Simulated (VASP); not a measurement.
Wanted: the native input for a VASP 6.6.1 run.

| Property | Result |
| --- | --- |
| Task | single point |
| Functional | PBE |
| Potentials or basis | VASP PAW PBE potentials, release 64 (Cd, Te, Hg) |
| Cutoff | 520 eV |
| k mesh | 2 × 2 × 2 |
| Occupations | gaussian, width 0.1 eV |
| Spin | no spin polarisation |
| Dipole correction | no |
| Further INCAR settings | LREAL = Auto; ALGO = Normal; EDIFF = 1e-07; NBANDS = 126; ISYM = 0 |

The structure of Cd2HgTe3 lies in POSCAR:

```
Cd2HgTe3
1.0
   -6.6814748318     -6.6510867808     -0.0017649151
    0.0017291995      6.6511163817      6.6806245687
   -6.6271782166      6.5946913779     -6.6262508812
Cd Te Hg
8 12 4
Direct
    0.5002442111      0.0001588379      0.9976715005
    1.0003933907      1.0002439093      0.9978610318
    0.8339188869      0.1668504397      0.6656864929
    0.3341630947      0.1672681483      0.6659609921
    0.5001784284      0.5003446200      0.9978852436
    0.0006967305      0.5005787725      0.9979941689
    0.8334374120      0.6668070672      0.6655901231
    0.3336900607      0.6665343927      0.6658775670
    0.3339580732      0.1669772553      0.9162985769
    0.8336358446      0.1669723296      0.9160383695
    0.6673006956      0.3334949289      0.5841980454
    0.1671329518      0.3333016172      0.5838684241
    0.5004355761      0.5009204334      0.2478785879
    0.0000571295      0.5005254422      0.2480017551
    0.3338019811      0.6669656613      0.9159980478
    0.8336624087      0.6668921749      0.9159924136
    0.6669928724      0.8335754390      0.5839895898
    0.1670991796      0.8336472394      0.5843851822
    0.5002614477      0.0008897427      0.2478195519
    0.0007039952      0.0008772940      0.2477162105
    0.6666726994      0.3338940632      0.3325037842
    0.1671201072      0.3344887643      0.3321734225
    0.6674479866      0.8347600554      0.3324131284
    0.1668577729      0.8340405535      0.3325285808
```

These files were run (other wordings do the same):

INCAR

```
SYSTEM = Cd2HgTe3
PREC     = Accurate       ! precision mode
ENCUT    = 520            ! plane-wave cutoff, eV
EDIFF    = 1E-7           ! SCF threshold, eV
ISMEAR   = 0              ! smearing method
SIGMA    = 0.1            ! smearing width, eV
LREAL    = Auto         
LASPH    = .TRUE.         ! aspherical terms in the spheres
NELM     = 100            ! most SCF steps
ALGO     = Normal         ! electronic algorithm
ISIF     = 2              ! what is computed and relaxed
LWAVE    = .FALSE.        ! write WAVECAR
LCHARG   = .TRUE.         ! write CHGCAR
GGA      = PE             ! functional
LELF     = .TRUE.         ! ELF
LVHAR    = .TRUE.       
ISYM     = 0            
NBANDS   = 126            ! bands
```

KPOINTS

```
regular mesh
0
G
  2 2 2
  0 0 0
```

Potentials or basis: VASP PAW PBE potentials, release 64 (Cd, Te, Hg).

Launch:

```console
$ cat potpaw_PBE.64/Cd/POTCAR potpaw_PBE.64/Te/POTCAR potpaw_PBE.64/Hg/POTCAR > POTCAR
$ mpirun -np 1 vasp_std > vasp.out
```

Results of the run:

| Quantity | Value |
| --- | --- |
| Pressure | -0.1 GPa |
| Largest force | 0.028 eV/Å |

Caveat: the k points lie up to 0.38 Å⁻¹ apart.

Wall time 17 min on 1 thread of AMD EPYC 9R45 96-Core Processor (Zen 5), with other jobs on the host, peak memory 1.1 GiB.
